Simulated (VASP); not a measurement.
# Co (a cell with a defect) in VASP: single point with PBE

Aim: the single point of Co (a cell with a defect) with PBE.

All numbers are computed with VASP 6.6.1; they aren't measurements. Logs are shortened: lines on timing, memory, paths and dates and some standing lists are left out, and cuts for length are marked.

### Step 1. The cell of the first run

The cell holds a defect, 35 atoms: a = 7.363 Å, b = 7.363 Å, c = 7.914 Å, α = 90.00°, β = 90.00°, γ = 120.00°.

### Step 2. Single point, PBE

Contents of INCAR:

```
SYSTEM = Co
ALGO = Normal
EDIFF = 1E-6
ENCUT = 520
GGA = PE
GGA_COMPAT = .False.
ISIF = 2
ISMEAR = 1
LASPH = .True.
LCHARG = .False.
LREAL = Auto
LWAVE = .False.
NBANDS = 180
NELM = 120
PREC = Accurate
SIGMA = 0.1
```

Contents of KPOINTS:

```
k-points
0
Gamma
  2 2 2
  0 0 0
```

Contents of POSCAR:

```
Co
1.0
    7.3628142200      0.0000000900      0.0000000000
   -3.6814071800      6.3763841100      0.0000000000
    0.0000000000      0.0000000000      7.9135591100
Co
35
Direct
    0.1110650573      0.2222468239      0.1249259562
    0.2198697997      0.1131738097      0.3773373337
    0.4446796631      0.5540235149      0.6250930811
    0.2198043722      0.1134285403      0.8724595301
    0.1110565373      0.5550628593      0.1251386780
    0.2198719922      0.4398546072      0.3777918829
    0.1090101012      0.5536848246      0.6251102432
    0.2200602658      0.4403050024      0.8727205288
    0.1108022782      0.8891929927      0.1250650304
    0.2231863427      0.7782748817      0.3757455116
    0.1093518173      0.8888938810      0.6250784473
    0.2231923673      0.7784005190      0.8744306908
    0.4438586621      0.2222103688      0.1250989209
    0.5546698127      0.1096136361      0.3756365287
    0.4443641008      0.2238194814      0.6251478225
    0.5547221671      0.1097222162      0.8745533141
    0.4439542996      0.5552385532      0.1253100236
    0.5538093939      0.4434714687      0.3758400957
    0.5537672795      0.4436567764      0.8744266537
    0.4443143266      0.8888275070      0.1252511499
    0.5548200775      0.7784530872      0.3759602648
    0.4441946651      0.8887756951      0.6252089258
    0.5548856386      0.7785558219      0.8745870762
    0.7782174529      0.2221976493      0.1250873725
    0.8933400508      0.1133414790      0.3776399243
    0.7791243555      0.2237719445      0.6249695330
    0.8932497288      0.1135083130      0.8725552517
    0.7776769959      0.5555088102      0.1249197471
    0.8894446492      0.4434591915      0.3757699265
    0.7776584948      0.5556365957      0.6251559878
    0.8894840928      0.4434299097      0.8743575932
    0.7781366226      0.8894088814      0.1251243522
    0.8895181922      0.7791929084      0.3758326493
    0.7794520684      0.8889410667      0.6250336788
    0.8895551825      0.7793960973      0.8742897068
```

Potentials or basis: VASP PAW PBE potentials, release 64 (Co).

On the command line:

```bash
cat potpaw_PBE.64/Co/POTCAR > POTCAR
mpirun -np 1 vasp_std > vasp.out
```

OUTCAR:

```text
SYSTEM = Co
   EDIFF = 1E-6
   ENCUT = 520
   GGA = PE
   ISIF = 2
   ISMEAR = 1
   LASPH = .True.
   LREAL = Auto
   NELM = 120
   PREC = Accurate

 ion  position               nearest neighbor table
   1  0.111  0.222  0.125-   4 2.43   8 2.43  27 2.43   2 2.43  25 2.43   6 2.44  13 2.45   5 2.45
                            24 2.45  32 2.45   9 2.45  17 2.45
   2  0.220  0.113  0.377-  25 2.40   6 2.41  11 2.43  15 2.43   1 2.43  18 2.45  33 2.45  13 2.45
                             9 2.45  10 2.48  14 2.48
   3  0.445  0.554  0.625-  19 2.42  18 2.42   6 2.43   8 2.43  15 2.43  21 2.44  23 2.44  30 2.45
                            34 2.47  22 2.47   7 2.47
   4  0.220  0.113  0.872-  27 2.40   8 2.41  15 2.43  11 2.43   1 2.43  19 2.45  35 2.45  13 2.46
                             9 2.46  12 2.48  16 2.48
   5  0.111  0.555  0.125-  29 2.44  31 2.44  10 2.44  12 2.44  17 2.45   1 2.45  24 2.45   8 2.45
                            20 2.46  28 2.46   6 2.46   9 2.46
   6  0.220  0.440  0.378-  25 2.40   2 2.41   7 2.43   3 2.43   1 2.44  18 2.45  29 2.45  17 2.46
                             5 2.46  10 2.48  21 2.48
   7  0.109  0.554  0.625-  31 2.42  29 2.42   6 2.43   8 2.43  26 2.43  10 2.44  12 2.44  30 2.45
                            11 2.47  22 2.47   3 2.47
   8  0.220  0.440  0.873-   4 2.41  27 2.41   7 2.43   3 2.43   1 2.43  19 2.44  31 2.45   5 2.45
                            17 2.46  12 2.48  23 2.48
   9  0.111  0.889  0.125-  35 2.43  33 2.43  12 2.44  10 2.44  32 2.45   1 2.45  13 2.45   2 2.45
[... 39 lines left out ...]
  29  0.889  0.443  0.376-  26 2.42   7 2.42  24 2.43   5 2.44  30 2.44  28 2.44  25 2.45   6 2.45
                            10 2.46  14 2.46  18 2.47  33 2.47
  30  0.778  0.556  0.625-  35 2.43  33 2.43  19 2.44  31 2.44  18 2.44  29 2.44   3 2.45   7 2.45
                            34 2.45  11 2.45  15 2.45  26 2.45
  31  0.889  0.443  0.874-   7 2.42  26 2.42  24 2.43  30 2.44   5 2.44  27 2.44  28 2.44   8 2.45
                            16 2.46  12 2.46  19 2.47  35 2.47
  32  0.778  0.889  0.125-  33 2.44  35 2.44  23 2.44  21 2.44  24 2.45   9 2.45   1 2.45  20 2.46
                            25 2.46  28 2.46  27 2.46  17 2.46
  33  0.890  0.779  0.376-  34 2.42  11 2.42  30 2.43   9 2.43  32 2.44  28 2.44   2 2.45  25 2.45
                            10 2.46  21 2.46  29 2.47  18 2.47
  34  0.779  0.889  0.625-  35 2.42  33 2.42  25 2.42  27 2.43  11 2.43  21 2.44  23 2.44  30 2.45
                             3 2.47  26 2.47  22 2.47
  35  0.890  0.779  0.874-  34 2.42  11 2.42  30 2.43   9 2.43  32 2.44  28 2.44   4 2.45  27 2.45
                            12 2.46  23 2.46  19 2.47  31 2.47

  LATTYP: Found a hexagonal cell.
 ALAT       =     7.3628142200
 C/A-ratio  =     1.0748008674

  Lattice vectors:

 A1 = (   7.3628142200,   0.0000000900,   0.0000000000)
 A2 = (  -3.6814071800,   6.3763841100,   0.0000000000)
 A3 = (   0.0000000000,   0.0000000000,   7.9135591100)

Analysis of symmetry for initial positions (statically):
=====================================================================
 Subroutine PRICEL returns:
 Original cell was already a primitive cell.
[... 188 lines left out ...]
   IALGO  =     38    algorithm
   IMIX   =      4    mixing-type and parameters
     AMIX     =   0.40;   BMIX     =  1.00
     AMIX_MAG =   1.60;   BMIX_MAG =  1.00
  volume/ion in A,a.u.               =      10.62        71.63
  Fermi-wavevector in a.u.,A,eV,Ry     =   1.549464  2.928063 32.665414  2.400840
  Thomas-Fermi vector in A             =   2.654268
   LORBIT       =      0    0 simple, 1 ext, 2 COOP (PROOUT), +10 PAW based schemes
   GGA     = PE    functional components
   LHFCALC =     F    Hartree Fock is set to
   AEXX    =    0.0000 exact exchange contribution
   IVDW    =     0    specifies the selected vdW correction
   LEPSILON=     F    determine dielectric tensor
   LRPA    =     F    only Hartree local field effects (RPA)
 non-spin polarized calculation
 Methfessel and Paxton  Order N= 1 SIGMA  =   0.10
  energy-cutoff  :      520.00
  volume of cell :      371.53
 maximum number of plane-waves:     10098
 NGX is ok and might be reduce to    56
   NGX = 27   NGY = 27   NGZ = 29

 number of electron     314.9999937 magnetization

 Free energy of the ion-electron system (eV)
  ---------------------------------------------------
  ext. energy  EPLUGINS =         0.00000000
  ---------------------------------------------------
  free energy    TOTEN  =      -236.55428203 eV

  energy without entropy =     -236.56453763  energy(sigma->0) =     -236.55770056

 E-fermi :  10.4179     XC(G=0): -13.5194

 val. band max:       10.4158710560   @ k =   0.0000   0.5000   0.0000
 cond. band min:      10.4211001678   @ k =   0.5000   0.0000   0.5000
 fundamental gap:      0.0052291118
 Fermi energy:        10.4178683534

 k-point     1 :       0.0000    0.0000    0.0000
  band No.  band energies     occupation
      1       1.4800      2.00000
      2       3.7832      2.00000
      3       3.8648      2.00000
      4       4.7196      2.00000
      5       4.7659      2.00000
      6       4.7660      2.00000
[... 1365 lines left out ...]
    168      10.6469     -0.00561
    169      10.6549     -0.00405
 [bands above 169 left out]

------------------------ aborting loop because EDIFF is reached ----------------------------------------

  FORCE on cell =-STRESS in cart. coord.  units (eV):
  Direction    XX          YY          ZZ          XY          YZ          ZX
  --------------------------------------------------------------------------------------
  -------------------------------------------------------------------------------------
  Total       -3.1163848     -3.1231879    -13.8340146     -0.0064569      0.0163026     -0.0079970
  in kB      -13.4391406    -13.4684781    -59.6579938     -0.0278447      0.0703036     -0.0344863
  external PRESSURE =     -28.8552042 kB  Pullay stress =       0.0000000 kB

 VOLUME and BASIS-vectors are now :
 -----------------------------------------------------------------------------
  energy-cutoff  :      520.00
  volume of cell :      371.53
      direct lattice vectors                 reciprocal lattice vectors
     7.362814220  0.000000090  0.000000000     0.135817632  0.078414349  0.000000000
    -3.681407180  6.376384110  0.000000000    -0.000000002  0.156828694  0.000000000
     0.000000000  0.000000000  7.913559110     0.000000000  0.000000000  0.126365392

 POSITION                                       TOTAL-FORCE (eV/Angst)
 -----------------------------------------------------------------------------------
     -0.00043      1.41713      0.98861        -0.002231      0.003208      0.010483
      1.20222      0.72164      2.98608        -0.013855      0.010340      0.008391
      1.23451      3.53267      4.94671        -0.014931     -0.001205      0.005537
      1.20080      0.72326      6.90426        -0.008832      0.003897      0.004594
     -1.22572      3.53929      0.99029        -0.002833     -0.000620     -0.000506
     -0.00041      2.80468      2.98968        -0.001165     -0.014365     -0.006066
[... 27 lines left out ...]
      2.46641      5.66823      4.94624        -0.007313      0.002263      0.006359
      3.68036      4.96973      6.91874        -0.002715      0.000141      0.017358
 -----------------------------------------------------------------------------------
    total drift:                                0.000312     -0.002225      0.000651

  FREE ENERGIE OF THE ION-ELECTRON SYSTEM (eV)
  ---------------------------------------------------
  free  energy   TOTEN  =      -236.5542820284 eV

  energy  without entropy=     -236.5645376309  energy(sigma->0) =     -236.55770056
```

OSZICAR:

```text
N       E                     dE             d eps       ncg     rms          rms(c)
DAV:   1     0.284878575822E+04    0.28488E+04   -0.13195E+05  2880   0.240E+03
DAV:   2     0.777616140286E+02   -0.27710E+04   -0.27294E+04  2880   0.516E+02
DAV:   3    -0.234143628809E+03   -0.31191E+03   -0.27862E+03  2880   0.212E+02
DAV:   4    -0.277293998341E+03   -0.43150E+02   -0.40910E+02  5052   0.509E+01
[... 32 lines left out ...]
DAV:  37    -0.236554289691E+03    0.93195E-05   -0.10768E-06  4952   0.351E-02    0.273E-02
DAV:  38    -0.236554285281E+03    0.44095E-05    0.80771E-06  4016   0.240E-02    0.668E-03
DAV:  39    -0.236554284728E+03    0.55338E-06    0.10693E-05  2048   0.164E-02    0.158E-02
DAV:  40    -0.236554282826E+03    0.19022E-05    0.82910E-06  1896   0.157E-02    0.666E-03
DAV:  41    -0.236554282028E+03    0.79714E-06    0.73720E-06  1800   0.642E-03
   1 F= -.23655428E+03 E0= -.23655770E+03  d E =0.102556E-01
```

stdout:

```text
POSCAR found type information on POSCAR Co
 POSCAR found :  1 types and      35 ions
 scaLAPACK will be used
 LDA part: xc-table for (Slater+PW92), standard interpolation
 POSCAR, INCAR and KPOINTS ok, starting setup
 FFT: planning ... GRIDC
 FFT: planning ... GRID_SOFT
 FFT: planning ... GRID
 WAVECAR not read
 entering main loop
```

It took 2.4 h on 1 thread of Intel Xeon 8259CL, shared host; peak memory 0.67 GiB.

What came out:

| Quantity | Value |
| --- | --- |
| Free energy | -236.5543 eV |
| Pressure | -2.9 GPa |
| Largest force | 0.021 eV/Å |
| Band gap on the k mesh | zero (an odd number of electrons rules out a gap without spin polarisation) |

Forces on the atoms (eV/Å):
```
Co  -0.002  0.003  0.010
Co  -0.014  0.010  0.008
Co  -0.015 -0.001  0.006
Co  -0.009  0.004  0.005
Co  -0.003 -0.001 -0.001
Co  -0.001 -0.014 -0.006
Co   0.013  0.009 -0.001
Co   0.002 -0.021 -0.005
Co   0.008  0.008 -0.002
Co   0.014  0.004 -0.004
Co   0.000  0.000 -0.001
Co   0.014  0.002  0.008
Co  -0.001 -0.002 -0.004
Co  -0.001 -0.001  0.002
Co  -0.003 -0.001 -0.004
Co  -0.001 -0.002  0.002
Co   0.001 -0.006 -0.006
Co   0.003  0.006 -0.014
Co   0.002  0.000  0.013
Co  -0.005 -0.002 -0.008
Co  -0.005  0.001 -0.013
Co   0.001 -0.002 -0.004
Co  -0.006 -0.004 -0.001
Co  -0.005 -0.003  0.000
Co   0.013  0.007 -0.004
Co   0.001 -0.003  0.006
Co   0.016  0.001 -0.001
Co  -0.002  0.000  0.010
Co  -0.003  0.007 -0.011
Co   0.004 -0.008 -0.004
Co  -0.004  0.008  0.014
Co   0.002 -0.002  0.002
Co  -0.004 -0.001 -0.017
Co  -0.007  0.002  0.006
Co  -0.003  0.000  0.017
```

Levels at points of the mesh, in eV from the Fermi level:
```csv
k point,band 157,band 158,band 159,band 160,band 161,band 162,band 163,band 164
"(0.00, 0.00, 0.00)",-0.01,0.00,0.02,0.06,0.06,0.07,0.07,0.08
"(0.50, 0.00, 0.00)",0.17,0.17,0.18,0.20,0.20,0.22,0.29,0.30
"(0.00, 0.50, 0.00)",0.17,0.17,0.18,0.20,0.20,0.22,0.29,0.30
"(0.50, 0.50, 0.00)",0.17,0.17,0.18,0.20,0.20,0.22,0.29,0.30
"(0.00, 0.00, 0.50)",-0.14,-0.13,-0.13,-0.12,-0.12,-0.12,-0.12,-0.08
"(0.50, 0.00, 0.50)",-0.06,-0.04,-0.04,-0.03,-0.02,-0.02,0.00,0.07
"(0.00, 0.50, 0.50)",-0.06,-0.04,-0.04,-0.03,-0.02,-0.02,0.00,0.06
"(0.50, 0.50, 0.50)",-0.06,-0.04,-0.04,-0.03,-0.02,-0.02,0.00,0.07
```

Caveat: the k points lie up to 0.49 Å⁻¹ apart, too coarse for converged energies and pressures of a metal; the run has no spin polarisation, though such a crystal can be magnetic. Spin polarisation is off, so any magnetic state and its effect on volume and gap are missing.
